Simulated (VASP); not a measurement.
# Ti3GaF6 (Fm-3m) in VASP: a series of runs

Aim: see how the results for Ti3GaF6 move with the level of theory and the settings. Levels: PBE, PBE+D3(BJ), LDA. Tasks: single point.

Program: VASP 6.6.1. These are calculated values, not measurements. Logs are shortened: lines on timing, memory, paths and dates and some standing lists are left out, and cuts for length are marked.

## 1. The cell of the first run

Symmetry: Fm-3m, No. 225, cubic system. The conventional cell has a = 7.697 Å, b = 7.697 Å, c = 7.697 Å, α = 90.00°, β = 90.00°, γ = 90.00°. Within 3.6 Å of Ti (site symmetry -43m) lie 12 F at 2.74 Å and 4 Ti at 3.33 Å and 4 Ga at 3.33 Å. Within 3.0 Å of Ti (site symmetry m-3m) lie 6 F at 2.28 Å. Within 2.1 Å of Ga (site symmetry m-3m) lie 6 F at 1.57 Å. F (site symmetry 4mm) has 1 Ga at 1.57 Å within 2.1 Å.

## 2. Single point, PBE

File INCAR:

```
PREC = Accurate ; ENCUT = 520
EDIFF = 1E-7 ; ISMEAR = -1
SIGMA = 0.1 ; LREAL = False
LASPH = True ; NELM = 80
ALGO = Normal ; ISIF = 2
LWAVE = False ; LCHARG = False
GGA = PE ; NBANDS = 56
```

File KPOINTS:

```
Automatic mesh
0
Gamma
  4 4 4
```

File POSCAR:

```
Ti3GaF6
1.0
    0.0000000000      3.8485680000      3.8485680000
    3.8485680000      0.0000000000      3.8485680000
    3.8485680000      3.8485680000      0.0000000000
Ti Ga F
3 1 6
Direct
    0.7500000000      0.7500000000      0.7500000000
    0.2500000000      0.2500000000      0.2500000000
    0.0000000000      0.0000000000      0.0000000000
    0.5000000000      0.5000000000      0.5000000000
    0.2965000000      0.7035000000      0.7035000000
    0.7035000000      0.2965000000      0.7035000000
    0.7035000000      0.2965000000      0.2965000000
    0.2965000000      0.7035000000      0.2965000000
    0.7035000000      0.7035000000      0.2965000000
    0.2965000000      0.2965000000      0.7035000000
```

Potentials or basis: VASP PAW PBE potentials, release 64 (Ti_sv, Ga_d, F).

The run is started by

```sh
$ cat potpaw_PBE.64/Ti_sv/POTCAR potpaw_PBE.64/Ga_d/POTCAR potpaw_PBE.64/F/POTCAR > POTCAR
$ mpirun -np 1 vasp_std > vasp.out
```

OUTCAR:

```text
PREC = Accurate
   ENCUT = 520
   EDIFF = 1E-7
   ISMEAR = -1
   LREAL = False
   LASPH = True
   NELM = 80
   ISIF = 2
   GGA = PE

 ion  position               nearest neighbor table
   1  0.750  0.750  0.750-
   2  0.250  0.250  0.250-
   3  0.000  0.000  0.000-   5 2.28   6 2.28   7 2.28   8 2.28   9 2.28  10 2.28
   4  0.500  0.500  0.500-   5 1.57   6 1.57   7 1.57   8 1.57   9 1.57  10 1.57
   5  0.297  0.703  0.703-   4 1.57   3 2.28
   6  0.703  0.297  0.703-   4 1.57   3 2.28
   7  0.703  0.297  0.297-   4 1.57   3 2.28
   8  0.297  0.703  0.297-   4 1.57   3 2.28
   9  0.703  0.703  0.297-   4 1.57   3 2.28
  10  0.297  0.297  0.703-   4 1.57   3 2.28

  LATTYP: Found a face centered cubic cell.
 ALAT       =     7.6971360000

  Lattice vectors:

 A1 = (   0.0000000000,   3.8485680000,   3.8485680000)
 A2 = (   3.8485680000,   0.0000000000,   3.8485680000)
 A3 = (   3.8485680000,   3.8485680000,   0.0000000000)

Analysis of symmetry for initial positions (statically):
=====================================================================
 Subroutine PRICEL returns:
 Original cell was already a primitive cell.

 Routine SETGRP: Setting up the symmetry group for a
 face centered cubic supercell.

 Subroutine GETGRP returns: Found 48 space group operations
 (whereof 48 operations were pure point group operations)
 out of a pool of 48 trial point group operations.

The static configuration has the point symmetry O_h .

Analysis of symmetry for dynamics (positions and initial velocities):
=====================================================================
 Subroutine PRICEL returns:
 Original cell was already a primitive cell.

 Routine SETGRP: Setting up the symmetry group for a
 face centered cubic supercell.

 Subroutine GETGRP returns: Found 48 space group operations
 (whereof 48 operations were pure point group operations)
 out of a pool of 48 trial point group operations.

The dynamic configuration has the point symmetry O_h .

 Subroutine INISYM returns: Found 48 space group operations
 (whereof 48 operations are pure point group operations),
 and found     1 'primitive' translations

----------------------------------------------------------------------------------------

                                     Primitive cell

  volume of cell :     114.0059

  direct lattice vectors                    reciprocal lattice vectors
     0.000000000  3.848568000  3.848568000    -0.129918453  0.129918453  0.129918453
     3.848568000  0.000000000  3.848568000     0.129918453 -0.129918453  0.129918453
     3.848568000  3.848568000  0.000000000     0.129918453  0.129918453 -0.129918453

  length of vectors
     5.442697061  5.442697061  5.442697061     0.225025361  0.225025361  0.225025361

  position of ions in fractional coordinates (direct lattice)
     0.750000000  0.750000000  0.750000000
     0.250000000  0.250000000  0.250000000
     0.000000000  0.000000000  0.000000000
     0.500000000  0.500000000  0.500000000
     0.296500000  0.703500000  0.703500000
     0.703500000  0.296500000  0.703500000
     0.703500000  0.296500000  0.296500000
     0.296500000  0.703500000  0.296500000
     0.703500000  0.703500000  0.296500000
     0.296500000  0.296500000  0.703500000

  ion indices of the primitive-cell ions
   primitive index   ion index
                 1           1
                 2           2
                 3           3
                 4           4
                 5           5
                 6           6
                 7           7
                 8           8
                 9           9
                10          10

----------------------------------------------------------------------------------------

 KPOINTS: Automatic mesh

Automatic generation of k-mesh.
 Grid dimensions read from file:
 generate k-points for:    4    4    4

 Generating k-lattice:

  Cartesian coordinates                     Fractional coordinates (reciprocal lattice)
    -0.032479613  0.032479613  0.032479613     0.250000000  0.000000000  0.000000000
     0.032479613 -0.032479613  0.032479613     0.000000000  0.250000000  0.000000000
     0.032479613  0.032479613 -0.032479613     0.000000000  0.000000000  0.250000000

  Length of vectors
     0.056256340  0.056256340  0.056256340

  Shift w.r.t. Gamma in fractional coordinates (k-lattice)
     0.000000000  0.000000000  0.000000000

 Subroutine IBZKPT returns following result:
 ===========================================

 Found      8 irreducible k-points:

 Following reciprocal coordinates:
            Coordinates               Weight
  0.000000  0.000000  0.000000      1.000000
  0.250000  0.000000  0.000000      8.000000
  0.500000  0.000000  0.000000      4.000000
  0.250000  0.250000  0.000000      6.000000
  0.500000  0.250000  0.000000     24.000000
 -0.250000  0.250000  0.000000     12.000000
  0.500000  0.500000  0.000000      3.000000
 -0.250000  0.500000  0.250000      6.000000
   k-points           NKPTS =      8   k-points in BZ     NKDIM =      8   number of bands    NBANDS=     56
   number of dos      NEDOS =    301   number of ions     NIONS =     10
   total plane-waves  NPLWV =  64000
   dimension x,y,z NGX =    40 NGY =   40 NGZ =   40
   dimension x,y,z NGXF=    80 NGYF=   80 NGZF=   80
   ions per type =               3   1   6
   NGX,Y,Z   is equivalent  to a cutoff of  12.22, 12.22, 12.22 a.u.
   NGXF,Y,Z  is equivalent  to a cutoff of  24.44, 24.44, 24.44 a.u.
 SYSTEM =  unknown system
   PREC   = accura    normal or accurate (medium, high low for compatibility)
   ISTART =      0    job   : 0-new  1-cont  2-samecut
   ICHARG =      2    charge: 1-file 2-atom 10-const
   ISPIN  =      1    spin polarized calculation?
   LNONCOLLINEAR =      F non collinear calculations
   LSORBIT =      F    spin-orbit coupling
   LASPH  =      T    aspherical Exc in radial PAW
   ENCUT  =  520.0 eV  38.22 Ry    6.18 a.u.  10.12 10.12 10.12*2*pi/ulx,y,z
   NELM   =     80;   NELMIN=  2; NELMDL= -5     # of ELM steps
   EDIFF  = 0.1E-06   stopping-criterion for ELM
   LREAL  =      F    real-space projection
   EDIFFG = 0.1E-05   stopping-criterion for IOM
   NSW    =      0    number of steps for IOM
   IBRION =     -1    ionic relax: 0-MD 1-quasi-New 2-CG
   NFREE  =      0    steps in history (QN), initial steepest desc. (CG)
   ISIF   =      2    stress and relaxation
   ISYM   =      2    0-nonsym 1-usesym 2-fastsym
   POTIM  = 0.5000    time-step for ionic-motion
   TEBEG  =    0.0;   TEEND  =   0.0 temperature during run
   PSTRESS=    0.0 pullay stress
   NELECT =      91.0000    total number of electrons
   NUPDOWN=      -1.0000    fix difference up-down
   EMIN   =  10.00;   EMAX   =-10.00  energy-range for DOS
   EFERMI =   0.00;   METHOD = LEGACY
   ISMEAR =    -1;   SIGMA  =   0.10  broadening in eV -4-tet -1-fermi 0-gaus
   EFERMI_NEDOS =   21; number of points for ismear=-14 and -15
   IALGO  =     38    algorithm
   IMIX   =      4    mixing-type and parameters
     AMIX     =   0.40;   BMIX     =  1.00
     AMIX_MAG =   1.60;   BMIX_MAG =  1.00
  volume/ion in A,a.u.               =      11.40        76.94
  Fermi-wavevector in a.u.,A,eV,Ry     =   1.518610  2.869756 31.377416  2.306175
  Thomas-Fermi vector in A             =   2.627707
   LORBIT       =      0    0 simple, 1 ext, 2 COOP (PROOUT), +10 PAW based schemes
   GGA     = PE    functional components
   LHFCALC =     F    Hartree Fock is set to
   AEXX    =    0.0000 exact exchange contribution
   IVDW    =     0    specifies the selected vdW correction
   LEPSILON=     F    determine dielectric tensor
   LRPA    =     F    only Hartree local field effects (RPA)
 non-spin polarized calculation
  energy-cutoff  :      520.00
  volume of cell :      114.01
 maximum number of plane-waves:      3119
   NGX = 21   NGY = 21   NGZ = 21

 number of electron      90.9999978 magnetization

 Free energy of the ion-electron system (eV)
  ---------------------------------------------------
  ext. energy  EPLUGINS =         0.00000000
  ---------------------------------------------------
  free energy    TOTEN  =       -38.14075267 eV

  energy without entropy =      -37.52150123  energy(sigma->0) =      -37.83112695

 E-fermi :   8.2216     XC(G=0): -11.1812

 val. band max:        8.2108482327   @ k =   0.0000   0.0000   0.0000
 cond. band min:       8.2494144866   @ k =   0.2500   0.2500   0.0000
 fundamental gap:      0.0385662539
 Fermi energy:         8.2215840041

 k-point     1 :       0.0000    0.0000    0.0000
  band No.  band energies     occupation
      1     -49.3950      2.00000
      2     -49.3913      2.00000
      3     -49.1622      2.00000
      4     -25.7388      2.00000
      5     -25.7388      2.00000
      6     -25.7388      2.00000
[... 48 lines left out ...]
     55       9.4163      0.00001
     56      10.3047      0.00000

 k-point     2 :       0.2500    0.0000    0.0000
  band No.  band energies     occupation
      1     -49.3943      2.00000
      2     -49.3918      2.00000
      3     -49.1624      2.00000
      4     -25.7457      2.00000
      5     -25.7401      2.00000
      6     -25.7401      2.00000
[... 48 lines left out ...]
     55       9.4953      0.00001
     56      10.1811      0.00000

 k-point     3 :       0.5000    0.0000    0.0000
  band No.  band energies     occupation
      1     -49.3930      2.00000
      2     -49.3929      2.00000
      3     -49.1626      2.00000
      4     -25.7488      2.00000
      5     -25.7411      2.00000
      6     -25.7411      2.00000
[... 228 lines left out ...]
 k-point     7 :       0.5000    0.5000    0.0000
  band No.  band energies     occupation
      1     -49.3934      2.00000
      2     -49.3923      2.00000
      3     -49.1627      2.00000
      4     -25.7616      2.00000
      5     -25.7616      2.00000
      6     -25.7563      2.00000
[... 48 lines left out ...]
     55       9.6381      0.00000
     56      10.2575      0.00000

 k-point     8 :      -0.2500    0.5000    0.2500
  band No.  band energies     occupation
      1     -49.3929      2.00000
      2     -49.3929      2.00000
      3     -49.1627      2.00000
      4     -25.7697      2.00000
      5     -25.7485      2.00000
      6     -25.7413      2.00000
[... 48 lines left out ...]
     55       9.8182      0.00000
     56      10.0781      0.00000

------------------------ aborting loop because EDIFF is reached ----------------------------------------

  FORCE on cell =-STRESS in cart. coord.  units (eV):
  Direction    XX          YY          ZZ          XY          YZ          ZX
  --------------------------------------------------------------------------------------
  -------------------------------------------------------------------------------------
  Total       47.9671911     47.9671911     47.9671911      0.0000000      0.0000000     -0.0000000
  in kB      674.1047391    674.1047391    674.1047391      0.0000000      0.0000000     -0.0000000
  external PRESSURE =     674.1047391 kB  Pullay stress =       0.0000000 kB

 VOLUME and BASIS-vectors are now :
 -----------------------------------------------------------------------------
  energy-cutoff  :      520.00
  volume of cell :      114.01
      direct lattice vectors                 reciprocal lattice vectors
     0.000000000  3.848568000  3.848568000    -0.129918453  0.129918453  0.129918453
     3.848568000  0.000000000  3.848568000     0.129918453 -0.129918453  0.129918453
     3.848568000  3.848568000  0.000000000     0.129918453  0.129918453 -0.129918453

 POSITION                                       TOTAL-FORCE (eV/Angst)
 -----------------------------------------------------------------------------------
      5.77285      5.77285      5.77285        -0.000000     -0.000000     -0.000000
      1.92428      1.92428      1.92428         0.000000     -0.000000      0.000000
      0.00000      0.00000      0.00000        -0.000000     -0.000000      0.000000
      3.84857      3.84857      3.84857        -0.000000     -0.000000      0.000000
      5.41494      3.84857      3.84857        14.494751     -0.000000      0.000000
      3.84857      5.41494      3.84857        -0.000000     14.494751      0.000000
      2.28220      3.84857      3.84857       -14.494751     -0.000000      0.000000
      3.84857      2.28220      3.84857        -0.000000    -14.494751      0.000000
      3.84857      3.84857      5.41494        -0.000000     -0.000000     14.494751
      3.84857      3.84857      2.28220        -0.000000     -0.000000    -14.494751
 -----------------------------------------------------------------------------------
    total drift:                               -0.000000     -0.000000      0.000000

  FREE ENERGIE OF THE ION-ELECTRON SYSTEM (eV)
  ---------------------------------------------------
  free  energy   TOTEN  =       -38.1407526650 eV

  energy  without entropy=      -37.5215012284  energy(sigma->0) =      -37.83112695
```

It took 67 s on 1 thread of Intel Xeon Platinum 8375C at 2.90GHz (Ice Lake), shared host; peak memory 0.25 GiB.

Results:

```
Free energy   : -38.1408 eV
Pressure      : 67.4 GPa
Largest force : 14.495 eV/Å
```

Forces on the atoms (eV/Å):
```
Ti    0.000   0.000   0.000
Ti    0.000   0.000   0.000
Ti    0.000   0.000   0.000
Ga    0.000   0.000   0.000
F    14.495   0.000   0.000
F     0.000  14.495   0.000
F   -14.495   0.000   0.000
F     0.000 -14.495   0.000
F     0.000   0.000  14.495
F     0.000   0.000 -14.495
```

Caveat: an odd number of electrons without spin polarisation forces a metal; a magnetic or distorted state may lie lower; semilocal functionals often make such compounds metallic where correlation or magnetic order opens a gap, which also shifts bond lengths.

## 3. Single point, PBE+D3(BJ)

File INCAR:

```
PREC     = Accurate       # precision mode
ENCUT    = 520            # plane-wave cutoff, eV
EDIFF    = 1E-6           # SCF threshold, eV
ISMEAR   = -1             # smearing method
SIGMA    = 0.1            # smearing width, eV
LREAL    = False          # projectors in reciprocal space
LASPH    = True           # aspherical terms in the spheres
NELM     = 100            # most SCF steps
ALGO     = Normal         # electronic algorithm
ISIF     = 2              # what is computed and relaxed
LWAVE    = False          # write WAVECAR
LCHARG   = False          # write CHGCAR
GGA      = PE             # functional
IVDW     = 12             # dispersion correction
NBANDS   = 56             # bands
```

KPOINTS is that of step 2.

POSCAR is that of step 2.

Potentials or basis: VASP PAW PBE potentials, release 64 (Ti_sv, Ga_d, F).

The run is started by

```sh
$ cat potpaw_PBE.64/Ti_sv/POTCAR potpaw_PBE.64/Ga_d/POTCAR potpaw_PBE.64/F/POTCAR > POTCAR
$ mpirun -np 1 vasp_std > vasp.out
```

Wall time 60 s (1 thread of Intel Xeon Platinum 8375C at 2.90GHz (Ice Lake), shared host); peak memory 0.26 GiB.

The run converged. Its results:

```yaml
Free_energy: -40.3613 eV
Pressure: 64.3 GPa
Largest_force: 14.494 eV/Å
Dispersion_energy_per_atom: -0.222 eV
```

Forces in eV/Å, atoms in the order of the input:
```
Ti    0.000   0.000   0.000
Ti    0.000   0.000   0.000
Ti    0.000   0.000   0.000
Ga    0.000   0.000   0.000
F    14.494   0.000   0.000
F     0.000  14.494   0.000
F   -14.494   0.000   0.000
F     0.000 -14.494   0.000
F     0.000   0.000  14.494
F     0.000   0.000 -14.494
```

Levels at points of the mesh, in eV from the Fermi level:
```csv
k point,band 44,band 45,band 46,band 47,band 48,band 49
"(0.00, 0.00, 0.00)",-0.60,-0.35,-0.35,-0.35,-0.01,-0.01
"(0.50, 0.00, 0.00)",-0.21,0.03,0.03,0.06,0.18,0.24
"(0.50, 0.50, 0.00)",-0.07,-0.03,-0.03,0.04,0.45,0.59
```

Caveat: an odd number of electrons without spin polarisation forces a metal; a magnetic or distorted state may lie lower; semilocal functionals often make such compounds metallic where correlation or magnetic order opens a gap, which also shifts bond lengths; pairwise dispersion overbinds metals, which lowers pressure and volume.

## 4. Single point, LDA

File INCAR:

```
SYSTEM = Ti3GaF6
PREC = Accurate
ENCUT = 520
EDIFF = 1E-7
ISMEAR = -1
SIGMA = 0.1
LREAL = .False.
LASPH = .True.
NELM = 80
ALGO = Normal
ISIF = 2
LWAVE = .False.
LCHARG = .False.
NBANDS = 56
```

File KPOINTS:

```
regular mesh
0
Gamma
  4 4 4
  0 0 0
```

POSCAR is that of step 3.

Potentials or basis: VASP PAW LDA potentials, release 64 (Ti_sv, Ga_d, F).

The run is started by

```sh
$ cat potpaw_LDA.64/Ti_sv/POTCAR potpaw_LDA.64/Ga_d/POTCAR potpaw_LDA.64/F/POTCAR > POTCAR
$ mpirun -np 1 vasp_std > vasp.out
```

It took 66 s on 1 thread of Intel Xeon Platinum 8375C at 2.90GHz (Ice Lake), shared host; peak memory 0.22 GiB.

The run converged. Its results:

| Quantity | Value |
| --- | --- |
| Free energy | -46.2638 eV |
| Pressure | 56.4 GPa |
| Largest force | 14.011 eV/Å |

Forces on the atoms (eV/Å):
```
Ti    0.000   0.000   0.000
Ti    0.000   0.000   0.000
Ti    0.000   0.000   0.000
Ga    0.000   0.000   0.000
F    14.011   0.000   0.000
F     0.000  14.011   0.000
F   -14.011   0.000   0.000
F     0.000 -14.011   0.000
F     0.000   0.000  14.011
F     0.000   0.000 -14.011
```

Levels at points of the mesh, in eV from the Fermi level:
```tsv
k point	band 42	band 43	band 44	band 45	band 46	band 47	band 48	band 49	band 50	band 51
(0.00, 0.00, 0.00)	-1.79	-0.60	-0.60	-0.36	-0.36	-0.36	-0.03	-0.03	-0.03	0.92
(0.50, 0.00, 0.00)	-0.24	-0.21	-0.21	0.04	0.04	0.05	0.13	0.25	0.25	0.60
(0.50, 0.50, 0.00)	-0.27	-0.07	-0.05	-0.02	-0.02	0.02	0.42	0.59	0.59	0.66
```

Caveat: an odd number of electrons without spin polarisation forces a metal; a magnetic or distorted state may lie lower; semilocal functionals often make such compounds metallic where correlation or magnetic order opens a gap, which also shifts bond lengths.

## 5. Overview

```tsv
level	potentials or basis	gap on the mesh (eV)	pressure (GPa)	largest force (eV/Å)
PBE	VASP PAW PBE potentials, release 64 (Ti_sv, Ga_d, F)	none	67.4	14.49
PBE+D3(BJ)	VASP PAW PBE potentials, release 64 (Ti_sv, Ga_d, F)	none	64.3	14.49
LDA	VASP PAW LDA potentials, release 64 (Ti_sv, Ga_d, F)	none	56.4	14.01
```

Alike in all rows: task single point; no spin polarisation; cell as given; k mesh 4 × 4 × 4; cutoff (eV) 520; smearing fermi-dirac 0.1 eV.

Caveats: an odd number of electrons without spin polarisation forces a metal; a magnetic or distorted state may lie lower; semilocal functionals often make such compounds metallic where correlation or magnetic order opens a gap, which also shifts bond lengths; pairwise dispersion overbinds metals, which lowers pressure and volume (some runs).

Total energies depend on the potentials used, so only differences within one code and one set of settings carry meaning.
